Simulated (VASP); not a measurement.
# MgO (Periclase) (Fm-3m) in VASP: single point with LDA

Aim: the single point of MgO (Periclase) with LDA.

Program: VASP 6.6.1. These are calculated values, not measurements. Logs are shortened: lines on timing, memory, paths and dates and some standing lists are left out, and cuts for length are marked.

## 1. The cell of the first run

It takes space group Fm-3m (No. 225, cubic). Conventional cell: a = 4.217 Å, b = 4.217 Å, c = 4.217 Å, α = 90.00°, β = 90.00°, γ = 90.00°. Mg (site symmetry m-3m) has 6 O at 2.11 Å within 2.8 Å. Within 2.8 Å of O (site symmetry m-3m) lie 6 Mg at 2.11 Å.

## 2. Single point, LDA

The input, INCAR:

```
PREC = Accurate ; ENCUT = 520
EDIFF = 1E-6 ; ISMEAR = 0
SIGMA = 0.01 ; LREAL = False
LASPH = True ; NELM = 60
ALGO = Normal ; ISIF = 2
LWAVE = False ; LCHARG = False
GGA = CA ; NBANDS = 11
```

The input, KPOINTS:

```
Automatic mesh
0
Gamma
  8 8 8
```

The input, POSCAR:

```
MgO
1.0
    0.0000000000      2.1085000000      2.1085000000
    2.1085000000      0.0000000000      2.1085000000
    2.1085000000      2.1085000000      0.0000000000
Mg O
1 1
Direct
    0.0000000000      0.0000000000      0.0000000000
    0.5000000000      0.5000000000      0.5000000000
```

Potentials or basis: VASP PAW LDA potentials, release 64 (Mg, O).

On the command line:

```sh
$ cat potpaw_LDA.64/Mg/POTCAR potpaw_LDA.64/O/POTCAR > POTCAR
$ mpirun -np 1 vasp_std > vasp.out
```

OUTCAR:

```text
PREC = Accurate
   ENCUT = 520
   EDIFF = 1E-6
   ISMEAR = 0
   LREAL = False
   LASPH = True
   NELM = 60
   ISIF = 2
   GGA = CA

 ion  position               nearest neighbor table
   1  0.000  0.000  0.000-   2 2.11   2 2.11   2 2.11   2 2.11   2 2.11   2 2.11
   2  0.500  0.500  0.500-   1 2.11   1 2.11   1 2.11   1 2.11   1 2.11   1 2.11

  LATTYP: Found a face centered cubic cell.
 ALAT       =     4.2170000000

  Lattice vectors:

 A1 = (   0.0000000000,   2.1085000000,   2.1085000000)
 A2 = (   2.1085000000,   0.0000000000,   2.1085000000)
 A3 = (   2.1085000000,   2.1085000000,   0.0000000000)

Analysis of symmetry for initial positions (statically):
=====================================================================
 Subroutine PRICEL returns:
 Original cell was already a primitive cell.

 Routine SETGRP: Setting up the symmetry group for a
 face centered cubic supercell.

 Subroutine GETGRP returns: Found 48 space group operations
 (whereof 48 operations were pure point group operations)
 out of a pool of 48 trial point group operations.

The static configuration has the point symmetry O_h .

Analysis of symmetry for dynamics (positions and initial velocities):
=====================================================================
 Subroutine PRICEL returns:
 Original cell was already a primitive cell.

 Routine SETGRP: Setting up the symmetry group for a
 face centered cubic supercell.

 Subroutine GETGRP returns: Found 48 space group operations
 (whereof 48 operations were pure point group operations)
 out of a pool of 48 trial point group operations.

The dynamic configuration has the point symmetry O_h .

 Subroutine INISYM returns: Found 48 space group operations
 (whereof 48 operations are pure point group operations),
 and found     1 'primitive' translations

----------------------------------------------------------------------------------------

                                     Primitive cell

  volume of cell :      18.7478

  direct lattice vectors                    reciprocal lattice vectors
     0.000000000  2.108500000  2.108500000    -0.237135404  0.237135404  0.237135404
     2.108500000  0.000000000  2.108500000     0.237135404 -0.237135404  0.237135404
     2.108500000  2.108500000  0.000000000     0.237135404  0.237135404 -0.237135404

  length of vectors
     2.981869296  2.981869296  2.981869296     0.410730569  0.410730569  0.410730569

  position of ions in fractional coordinates (direct lattice)
     0.000000000  0.000000000  0.000000000
     0.500000000  0.500000000  0.500000000

  ion indices of the primitive-cell ions
   primitive index   ion index
                 1           1
                 2           2

----------------------------------------------------------------------------------------

 KPOINTS: Automatic mesh

Automatic generation of k-mesh.
 Grid dimensions read from file:
 generate k-points for:    8    8    8

 Generating k-lattice:

  Cartesian coordinates                     Fractional coordinates (reciprocal lattice)
    -0.029641926  0.029641926  0.029641926     0.125000000  0.000000000  0.000000000
     0.029641926 -0.029641926  0.029641926     0.000000000  0.125000000  0.000000000
     0.029641926  0.029641926 -0.029641926     0.000000000  0.000000000  0.125000000

  Length of vectors
     0.051341321  0.051341321  0.051341321

  Shift w.r.t. Gamma in fractional coordinates (k-lattice)
     0.000000000  0.000000000  0.000000000

 Subroutine IBZKPT returns following result:
 ===========================================

 Found     29 irreducible k-points:

 Following reciprocal coordinates:
            Coordinates               Weight
  0.000000  0.000000  0.000000      1.000000
  0.125000  0.000000  0.000000      8.000000
  0.250000  0.000000  0.000000      8.000000
  0.375000  0.000000  0.000000      8.000000
  0.500000  0.000000  0.000000      4.000000
  0.125000  0.125000  0.000000      6.000000
[... 16 lines left out ...]
  0.500000  0.250000  0.125000     48.000000
 -0.375000  0.250000  0.125000     24.000000
 [... further k-points ...]
   k-points           NKPTS =     29   k-points in BZ     NKDIM =     29   number of bands    NBANDS=     11
   number of dos      NEDOS =    301   number of ions     NIONS =      2
   total plane-waves  NPLWV =  13824
   dimension x,y,z NGX =    24 NGY =   24 NGZ =   24
   dimension x,y,z NGXF=    48 NGYF=   48 NGZF=   48
   ions per type =               1   1
   NGX,Y,Z   is equivalent  to a cutoff of  13.38, 13.38, 13.38 a.u.
   NGXF,Y,Z  is equivalent  to a cutoff of  26.76, 26.76, 26.76 a.u.
 SYSTEM =  unknown system
   PREC   = accura    normal or accurate (medium, high low for compatibility)
   ISTART =      0    job   : 0-new  1-cont  2-samecut
   ICHARG =      2    charge: 1-file 2-atom 10-const
   ISPIN  =      1    spin polarized calculation?
   LNONCOLLINEAR =      F non collinear calculations
   LSORBIT =      F    spin-orbit coupling
   LASPH  =      T    aspherical Exc in radial PAW
   ENCUT  =  520.0 eV  38.22 Ry    6.18 a.u.   5.54  5.54  5.54*2*pi/ulx,y,z
   NELM   =     60;   NELMIN=  2; NELMDL= -5     # of ELM steps
   EDIFF  = 0.1E-05   stopping-criterion for ELM
   LREAL  =      F    real-space projection
   EDIFFG = 0.1E-04   stopping-criterion for IOM
   NSW    =      0    number of steps for IOM
   IBRION =     -1    ionic relax: 0-MD 1-quasi-New 2-CG
   NFREE  =      0    steps in history (QN), initial steepest desc. (CG)
   ISIF   =      2    stress and relaxation
   ISYM   =      2    0-nonsym 1-usesym 2-fastsym
   POTIM  = 0.5000    time-step for ionic-motion
   TEBEG  =    0.0;   TEEND  =   0.0 temperature during run
   PSTRESS=    0.0 pullay stress
   NELECT =       8.0000    total number of electrons
   NUPDOWN=      -1.0000    fix difference up-down
   EMIN   =  10.00;   EMAX   =-10.00  energy-range for DOS
   EFERMI =   0.00;   METHOD = LEGACY
   ISMEAR =     0;   SIGMA  =   0.01  broadening in eV -4-tet -1-fermi 0-gaus
   EFERMI_NEDOS =   21; number of points for ismear=-14 and -15
   IALGO  =     38    algorithm
   IMIX   =      4    mixing-type and parameters
     AMIX     =   0.40;   BMIX     =  1.00
     AMIX_MAG =   1.60;   BMIX_MAG =  1.00
  volume/ion in A,a.u.               =       9.37        63.26
  Fermi-wavevector in a.u.,A,eV,Ry     =   1.232503  2.329092 20.668107  1.519063
  Thomas-Fermi vector in A             =   2.367270
   LORBIT       =      0    0 simple, 1 ext, 2 COOP (PROOUT), +10 PAW based schemes
   GGA     = CA    functional components
   LHFCALC =     F    Hartree Fock is set to
   AEXX    =    0.0000 exact exchange contribution
   IVDW    =     0    specifies the selected vdW correction
   LEPSILON=     F    determine dielectric tensor
   LRPA    =     F    only Hartree local field effects (RPA)
 non-spin polarized calculation
 Gauss-broadening in eV      SIGMA  =   0.01
  energy-cutoff  :      520.00
  volume of cell :       18.75
 maximum number of plane-waves:       531
 NGX is ok and might be reduce to    24
   NGX = 11   NGY = 11   NGZ = 11

 number of electron       8.0000005 magnetization

 Free energy of the ion-electron system (eV)
  ---------------------------------------------------
  ext. energy  EPLUGINS =         0.00000000
  ---------------------------------------------------
  free energy    TOTEN  =       -13.42160124 eV

  energy without entropy =      -13.42160124  energy(sigma->0) =      -13.42160124

 E-fermi :   2.9168     XC(G=0): -11.5749

 val. band max:        2.8539499940   @ k =   0.0000   0.0000   0.0000
 cond. band min:       7.4762495007   @ k =   0.0000   0.0000   0.0000
 fundamental gap:      4.6222995067
 Fermi energy:         2.9167784870

 k-point     1 :       0.0000    0.0000    0.0000
  band No.  band energies     occupation
      1     -14.1300      2.00000
      2       2.8539      2.00000
      3       2.8539      2.00000
      4       2.8539      2.00000
      5       7.4762      0.00000
      6      18.3601      0.00000
      7      18.3601      0.00000
      8      18.3601      0.00000
      9      22.3755      0.00000
     10      24.0144      0.00000
     11      24.0144      0.00000

 k-point     2 :       0.1250    0.0000    0.0000
  band No.  band energies     occupation
      1     -13.9607      2.00000
      2       1.8891      2.00000
      3       2.7493      2.00000
      4       2.7493      2.00000
      5       8.3834      0.00000
      6      16.7111      0.00000
      7      18.7152      0.00000
      8      18.7152      0.00000
      9      23.0103      0.00000
     10      23.0103      0.00000
     11      24.4545      0.00000

 k-point     3 :       0.2500    0.0000    0.0000
  band No.  band energies     occupation
      1     -13.5192      2.00000
      2       0.1650      2.00000
      3       2.5085      2.00000
      4       2.5085      2.00000
      5       9.8002      0.00000
      6      15.1843      0.00000
      7      19.1874      0.00000
      8      19.1874      0.00000
      9      22.6218      0.00000
     10      22.6218      0.00000
     11      24.4396      0.00000

 k-point     4 :       0.3750    0.0000    0.0000
  band No.  band energies     occupation
      1     -13.0178      2.00000
      2      -1.2673      2.00000
      3       2.2822      2.00000
      4       2.2822      2.00000
      5      10.4803      0.00000
      6      14.9926      0.00000
      7      18.9901      0.00000
      8      18.9901      0.00000
      9      23.6616      0.00000
     10      23.9330      0.00000
     11      23.9330      0.00000
[... 239 lines left out ...]
 k-point    22 :       0.3750    0.2500    0.1250
  band No.  band energies     occupation
      1     -13.2019      2.00000
      2      -0.1945      2.00000
      3       1.6816      2.00000
      4       2.2300      2.00000
      5      11.1874      0.00000
      6      14.1067      0.00000
      7      17.5881      0.00000
      8      20.0415      0.00000
      9      20.6435      0.00000
     10      24.9299      0.00000
     11      28.2354      0.00000

 k-point    23 :       0.5000    0.2500    0.1250
  band No.  band energies     occupation
      1     -12.8061      2.00000
      2      -0.9024      2.00000
      3       1.0985      2.00000
      4       1.9737      2.00000
      5      12.1611      0.00000
      6      14.2805      0.00000
      7      16.4363      0.00000
      8      19.6389      0.00000
      9      22.2024      0.00000
     10      24.8975      0.00000
     11      28.4438      0.00000

 k-point    24 :      -0.3750    0.2500    0.1250
  band No.  band energies     occupation
      1     -12.6291      2.00000
      2      -1.2064      2.00000
      3       0.8896      2.00000
      4       1.8524      2.00000
      5      12.3296      0.00000
      6      14.8173      0.00000
      7      16.0119      0.00000
      8      19.3965      0.00000
      9      23.0648      0.00000
     10      24.5447      0.00000
     11      28.5845      0.00000

 [... further k-points ...]
[... 5 lines left out ...]
  --------------------------------------------------------------------------------------
  -------------------------------------------------------------------------------------
  Total       -0.9629081     -0.9629081     -0.9629081      0.0000000     -0.0000000      0.0000000
  in kB      -82.2895315    -82.2895315    -82.2895315      0.0000000     -0.0000000      0.0000000
  external PRESSURE =     -82.2895315 kB  Pullay stress =       0.0000000 kB

 VOLUME and BASIS-vectors are now :
 -----------------------------------------------------------------------------
  energy-cutoff  :      520.00
  volume of cell :       18.75
      direct lattice vectors                 reciprocal lattice vectors
     0.000000000  2.108500000  2.108500000    -0.237135404  0.237135404  0.237135404
     2.108500000  0.000000000  2.108500000     0.237135404 -0.237135404  0.237135404
     2.108500000  2.108500000  0.000000000     0.237135404  0.237135404 -0.237135404

 POSITION                                       TOTAL-FORCE (eV/Angst)
 -----------------------------------------------------------------------------------
      0.00000      0.00000      0.00000         0.000000      0.000000      0.000000
      2.10850      2.10850      2.10850        -0.000000     -0.000000     -0.000000
 -----------------------------------------------------------------------------------
    total drift:                               -0.000000     -0.000000      0.000000

  FREE ENERGIE OF THE ION-ELECTRON SYSTEM (eV)
  ---------------------------------------------------
  free  energy   TOTEN  =       -13.4216012429 eV

  energy  without entropy=      -13.4216012429  energy(sigma->0) =      -13.42160124
```

Wall time 6.6 s (1 thread of AMD EPYC 7R43 (Zen 3), shared host); peak memory 0.1 GiB.

What came out:

```
Free energy            : -13.4216 eV
Pressure               : -8.2 GPa
Band gap on the k mesh : 4.62 eV, direct
```

Levels at points of the mesh, in eV from the valence-band top:
```csv
k point,band 2,band 3,band 4,band 5,band 6,band 7
"(0.00, 0.00, 0.00)",0.00,0.00,0.00,4.62,15.51,15.51
"(0.50, 0.00, 0.00)",-4.68,-0.66,-0.66,7.71,12.36,15.96
"(0.50, 0.50, 0.00)",-4.14,-1.37,-1.37,8.89,9.66,12.86
```
